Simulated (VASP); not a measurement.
# TiO2 (P4_2/mnm) in VASP: settings compared

The runs below take TiO2 through single point, relaxation of cell and atoms, with LDA, PBEsol, PBE, r2SCAN.

Everything below comes from runs of VASP 6.6.1. Logs are shortened: lines on timing, memory, paths and dates and some standing lists are left out, and cuts for length are marked.

### 1 The cell of the first run

It takes space group P4_2/mnm (No. 136, tetragonal). Conventional cell: a = 4.548 Å, b = 4.548 Å, c = 2.917 Å, α = 90.00°, β = 90.00°, γ = 90.00°. Ti (site symmetry mmm) has 6 O at 1.93 to 1.96 Å within 2.6 Å. Within 2.6 Å of O (site symmetry m2m) lie 3 Ti at 1.93 to 1.96 Å and 1 O at 2.52 Å.

### 2 Single point, LDA

INCAR reads:

```
SYSTEM = TiO2
  PREC = Accurate
  ENCUT = 520
  EDIFF = 1E-6
  ISMEAR = -1
  SIGMA = 0.02
  LREAL = .False.
  LASPH = .True.
  NELM = 60
  ALGO = Normal
  ISIF = 2
  LWAVE = .False.
  LCHARG = .True.
  LELF = .True.
  LVHAR = .True.
  NBANDS = 33
```

KPOINTS reads:

```
regular mesh
0
Gamma
  6 6 8
  0 0 0
```

POSCAR reads:

```
TiO2
1.0
    4.5481983376      0.0000000000      0.0000000000
    0.0000000000      4.5481983376      0.0000000000
    0.0000000000      0.0000000000      2.9171433489
Ti O
2 4
Direct
    0.0000000000      0.0000000000      0.0000000000
    0.5000000000      0.5000000000      0.5000000000
    0.3039671570      0.3039671570      0.0000000000
    0.1960328430      0.8039671570      0.5000000000
    0.8039671570      0.1960328430      0.5000000000
    0.6960328430      0.6960328430      0.0000000000
```

Potentials or basis: VASP PAW LDA potentials, release 64 (Ti_sv, O).

Launch:

```
$ cat potpaw_LDA.64/Ti_sv/POTCAR potpaw_LDA.64/O/POTCAR > POTCAR
$ mpirun -np 1 vasp_std > vasp.out
```

OUTCAR:

```text
SYSTEM = TiO2
   PREC = Accurate
   ENCUT = 520
   EDIFF = 1E-6
   ISMEAR = -1
   LREAL = .False.
   LASPH = .True.
   NELM = 60
   ISIF = 2

 ion  position               nearest neighbor table
   1  0.000  0.000  0.000-   4 1.93   5 1.93   4 1.93   5 1.93   3 1.96   6 1.96
   2  0.500  0.500  0.500-   3 1.93   6 1.93   3 1.93   6 1.93   5 1.96   4 1.96
   3  0.304  0.304  0.000-   2 1.93   2 1.93   1 1.96
   4  0.196  0.804  0.500-   1 1.93   1 1.93   2 1.96
   5  0.804  0.196  0.500-   1 1.93   1 1.93   2 1.96
   6  0.696  0.696  0.000-   2 1.93   2 1.93   1 1.96

  LATTYP: Found a simple tetragonal cell.
 ALAT       =     4.5481983376
 C/A-ratio  =     0.6413843752

  Lattice vectors:

 A1 = (   4.5481983376,   0.0000000000,   0.0000000000)
 A2 = (   0.0000000000,   4.5481983376,   0.0000000000)
 A3 = (   0.0000000000,   0.0000000000,   2.9171433489)

Analysis of symmetry for initial positions (statically):
=====================================================================
 Subroutine PRICEL returns:
 Original cell was already a primitive cell.

 Routine SETGRP: Setting up the symmetry group for a
 simple tetragonal supercell.

 Subroutine GETGRP returns: Found 16 space group operations
 (whereof  8 operations were pure point group operations)
 out of a pool of 16 trial point group operations.

The static configuration has the point symmetry D_2h.
 The point group associated with its full space group is D_4h.

Analysis of symmetry for dynamics (positions and initial velocities):
=====================================================================
 Subroutine PRICEL returns:
 Original cell was already a primitive cell.

 Routine SETGRP: Setting up the symmetry group for a
 simple tetragonal supercell.

 Subroutine GETGRP returns: Found 16 space group operations
 (whereof  8 operations were pure point group operations)
 out of a pool of 16 trial point group operations.

The dynamic configuration has the point symmetry D_2h.
 The point group associated with its full space group is D_4h.

 Subroutine INISYM returns: Found 16 space group operations
 (whereof  8 operations are pure point group operations),
 and found     1 'primitive' translations

----------------------------------------------------------------------------------------

                                     Primitive cell

  volume of cell :      60.3443

  direct lattice vectors                    reciprocal lattice vectors
     4.548198338  0.000000000  0.000000000     0.219867281  0.000000000  0.000000000
     0.000000000  4.548198338  0.000000000     0.000000000  0.219867281  0.000000000
     0.000000000  0.000000000  2.917143349     0.000000000  0.000000000  0.342801118

  length of vectors
     4.548198338  4.548198338  2.917143349     0.219867281  0.219867281  0.342801118

  position of ions in fractional coordinates (direct lattice)
     0.000000000  0.000000000  0.000000000
     0.500000000  0.500000000  0.500000000
     0.303967157  0.303967157  0.000000000
     0.196032843  0.803967157  0.500000000
     0.803967157  0.196032843  0.500000000
     0.696032843  0.696032843  0.000000000

  ion indices of the primitive-cell ions
   primitive index   ion index
                 1           1
                 2           2
                 3           3
                 4           4
                 5           5
                 6           6

----------------------------------------------------------------------------------------

 KPOINTS: regular mesh

Automatic generation of k-mesh.
 Grid dimensions read from file:
 generate k-points for:    6    6    8

 Generating k-lattice:

  Cartesian coordinates                     Fractional coordinates (reciprocal lattice)
     0.036644547  0.000000000  0.000000000     0.166666667  0.000000000  0.000000000
     0.000000000  0.036644547  0.000000000     0.000000000  0.166666667  0.000000000
     0.000000000  0.000000000  0.042850140     0.000000000  0.000000000  0.125000000

  Length of vectors
     0.036644547  0.036644547  0.042850140

  Shift w.r.t. Gamma in fractional coordinates (k-lattice)
     0.000000000  0.000000000  0.000000000

 Subroutine IBZKPT returns following result:
 ===========================================

 Found     50 irreducible k-points:

 Following reciprocal coordinates:
            Coordinates               Weight
  0.000000  0.000000  0.000000      1.000000
  0.166667  0.000000  0.000000      4.000000
  0.333333  0.000000  0.000000      4.000000
  0.500000  0.000000  0.000000      2.000000
  0.166667  0.166667  0.000000      4.000000
  0.333333  0.166667  0.000000      8.000000
[... 16 lines left out ...]
  0.333333  0.000000  0.250000      8.000000
  0.500000  0.000000  0.250000      4.000000
 [... further k-points ...]
   k-points           NKPTS =     50   k-points in BZ     NKDIM =     50   number of bands    NBANDS=     33
   number of dos      NEDOS =    301   number of ions     NIONS =      6
   total plane-waves  NPLWV =  31104
   dimension x,y,z NGX =    36 NGY =   36 NGZ =   24
   dimension x,y,z NGXF=    72 NGYF=   72 NGZF=   48
   ions per type =               2   4
   NGX,Y,Z   is equivalent  to a cutoff of  13.16, 13.16, 13.68 a.u.
   NGXF,Y,Z  is equivalent  to a cutoff of  26.32, 26.32, 27.35 a.u.
 SYSTEM =  TiO2
   PREC   = accura    normal or accurate (medium, high low for compatibility)
   ISTART =      0    job   : 0-new  1-cont  2-samecut
   ICHARG =      2    charge: 1-file 2-atom 10-const
   ISPIN  =      1    spin polarized calculation?
   LNONCOLLINEAR =      F non collinear calculations
   LSORBIT =      F    spin-orbit coupling
   LASPH  =      T    aspherical Exc in radial PAW
   ENCUT  =  520.0 eV  38.22 Ry    6.18 a.u.   8.46  8.46  5.42*2*pi/ulx,y,z
   NELM   =     60;   NELMIN=  2; NELMDL= -5     # of ELM steps
   EDIFF  = 0.1E-05   stopping-criterion for ELM
   LREAL  =      F    real-space projection
   EDIFFG = 0.1E-04   stopping-criterion for IOM
   NSW    =      0    number of steps for IOM
   IBRION =     -1    ionic relax: 0-MD 1-quasi-New 2-CG
   NFREE  =      0    steps in history (QN), initial steepest desc. (CG)
   ISIF   =      2    stress and relaxation
   ISYM   =      2    0-nonsym 1-usesym 2-fastsym
   POTIM  = 0.5000    time-step for ionic-motion
   TEBEG  =    0.0;   TEEND  =   0.0 temperature during run
   PSTRESS=    0.0 pullay stress
   NELECT =      48.0000    total number of electrons
   NUPDOWN=      -1.0000    fix difference up-down
   EMIN   =  10.00;   EMAX   =-10.00  energy-range for DOS
   EFERMI =   0.00;   METHOD = LEGACY
   ISMEAR =    -1;   SIGMA  =   0.02  broadening in eV -4-tet -1-fermi 0-gaus
   EFERMI_NEDOS =   21; number of points for ismear=-14 and -15
   IALGO  =     38    algorithm
   IMIX   =      4    mixing-type and parameters
     AMIX     =   0.40;   BMIX     =  1.00
     AMIX_MAG =   1.60;   BMIX_MAG =  1.00
  volume/ion in A,a.u.               =      10.06        67.87
  Fermi-wavevector in a.u.,A,eV,Ry     =   1.516851  2.866434 31.304807  2.300838
  Thomas-Fermi vector in A             =   2.626186
   LORBIT       =      0    0 simple, 1 ext, 2 COOP (PROOUT), +10 PAW based schemes
   GGA     = CA    functional components
   LHFCALC =     F    Hartree Fock is set to
   AEXX    =    0.0000 exact exchange contribution
   IVDW    =     0    specifies the selected vdW correction
   LEPSILON=     F    determine dielectric tensor
   LRPA    =     F    only Hartree local field effects (RPA)
 non-spin polarized calculation
  energy-cutoff  :      520.00
  volume of cell :       60.34
 maximum number of plane-waves:      1640
 NGX is ok and might be reduce to    36
   NGX = 17   NGY = 17   NGZ = 11

 number of electron      48.0000007 magnetization

 Free energy of the ion-electron system (eV)
  ---------------------------------------------------
  ext. energy  EPLUGINS =         0.00000000
  ---------------------------------------------------
  free energy    TOTEN  =       -58.77735523 eV

  energy without entropy =      -58.77735523  energy(sigma->0) =      -58.77735523

 E-fermi :   5.3471     XC(G=0): -12.1722

 val. band max:        4.9192973724   @ k =   0.0000   0.0000   0.0000
 cond. band min:       6.7486268629   @ k =   0.0000   0.0000   0.0000
 fundamental gap:      1.8293294905
 Fermi energy:         5.3470978368

 k-point     1 :       0.0000    0.0000    0.0000
  band No.  band energies     occupation
      1     -51.1583      2.00000
      2     -51.1361      2.00000
      3     -27.9048      2.00000
      4     -27.9048      2.00000
      5     -27.7086      2.00000
      6     -27.7086      2.00000
[... 25 lines left out ...]
     32      11.8192      0.00000
     33      11.8291      0.00000

 k-point     2 :       0.1667    0.0000    0.0000
  band No.  band energies     occupation
      1     -51.1568      2.00000
      2     -51.1376      2.00000
      3     -27.8939      2.00000
      4     -27.8928      2.00000
      5     -27.7221      2.00000
      6     -27.7209      2.00000
[... 25 lines left out ...]
     32      11.7164      0.00000
     33      11.7383      0.00000

 k-point     3 :       0.3333    0.0000    0.0000
  band No.  band energies     occupation
      1     -51.1527      2.00000
      2     -51.1416      2.00000
      3     -27.8645      2.00000
      4     -27.8613      2.00000
      5     -27.7565      2.00000
      6     -27.7532      2.00000
[... 25 lines left out ...]
     32      11.5104      0.00000
     33      11.5526      0.00000

 k-point     4 :       0.5000    0.0000    0.0000
  band No.  band energies     occupation
      1     -51.1472      2.00000
      2     -51.1472      2.00000
      3     -27.8359      2.00000
      4     -27.8359      2.00000
      5     -27.7833      2.00000
      6     -27.7833      2.00000
[... 673 lines left out ...]
     32      10.9367      0.00000
     33      11.2609      0.00000

 k-point    23 :       0.3333    0.0000    0.2500
  band No.  band energies     occupation
      1     -51.1253      2.00000
      2     -51.1174      2.00000
      3     -27.9442      2.00000
      4     -27.9289      2.00000
      5     -27.7964      2.00000
      6     -27.7881      2.00000
[... 25 lines left out ...]
     32      10.4900      0.00000
     33      11.4172      0.00000

 k-point    24 :       0.5000    0.0000    0.2500
  band No.  band energies     occupation
      1     -51.1213      2.00000
      2     -51.1213      2.00000
      3     -27.9407      2.00000
      4     -27.9407      2.00000
      5     -27.7697      2.00000
      6     -27.7697      2.00000
[... 25 lines left out ...]
     32      10.3341      0.00000
     33      11.8566      0.00000

 [... further k-points ...]
[... 5 lines left out ...]
  --------------------------------------------------------------------------------------
  -------------------------------------------------------------------------------------
  Total        0.4102229      0.4102229      0.5927460      0.0000000      0.0000000      0.0000000
  in kB       10.8916561     10.8916561     15.7377495      0.0000000      0.0000000      0.0000000
  external PRESSURE =      12.5070206 kB  Pullay stress =       0.0000000 kB

 VOLUME and BASIS-vectors are now :
 -----------------------------------------------------------------------------
  energy-cutoff  :      520.00
  volume of cell :       60.34
      direct lattice vectors                 reciprocal lattice vectors
     4.548198338  0.000000000  0.000000000     0.219867281  0.000000000  0.000000000
     0.000000000  4.548198338  0.000000000     0.000000000  0.219867281  0.000000000
     0.000000000  0.000000000  2.917143349     0.000000000  0.000000000  0.342801118

 POSITION                                       TOTAL-FORCE (eV/Angst)
 -----------------------------------------------------------------------------------
      0.00000      0.00000      0.00000         0.000000      0.000000     -0.000000
      2.27410      2.27410      1.45857         0.000000      0.000000     -0.000000
      1.38250      1.38250      0.00000        -0.026889     -0.026889     -0.000000
      0.89160      3.65660      1.45857         0.026889     -0.026889     -0.000000
      3.65660      0.89160      1.45857        -0.026889      0.026889      0.000000
      3.16570      3.16570      0.00000         0.026889      0.026889      0.000000
 -----------------------------------------------------------------------------------
    total drift:                               -0.000000      0.000000      0.000000

  FREE ENERGIE OF THE ION-ELECTRON SYSTEM (eV)
  ---------------------------------------------------
  free  energy   TOTEN  =       -58.7773552327 eV

  energy  without entropy=      -58.7773552327  energy(sigma->0) =      -58.77735523
```

Run time: 58 s. Hardware: 1 thread of AMD EPYC 9R45 (Zen 5), shared host; peak memory 0.17 GiB.

Results:

```yaml
Free_energy: -58.7774 eV
Pressure: 1.3 GPa
Largest_force: 0.038 eV/Å
Band_gap_on_the_k_mesh: 1.83 eV, direct
```

Forces on the atoms (eV/Å):
```
Ti   0.000  0.000  0.000
Ti   0.000  0.000  0.000
O   -0.027 -0.027  0.000
O    0.027 -0.027  0.000
O   -0.027  0.027  0.000
O    0.027  0.027  0.000
```

Stress tensor (GPa, compression positive):
```
1.09 0.00 0.00
0.00 1.09 0.00
0.00 0.00 1.57
```

A k mesh can miss the band edges. LDA gaps usually lie below the measured ones, often by a third to a half.

(Continued in part 2 of 3.)
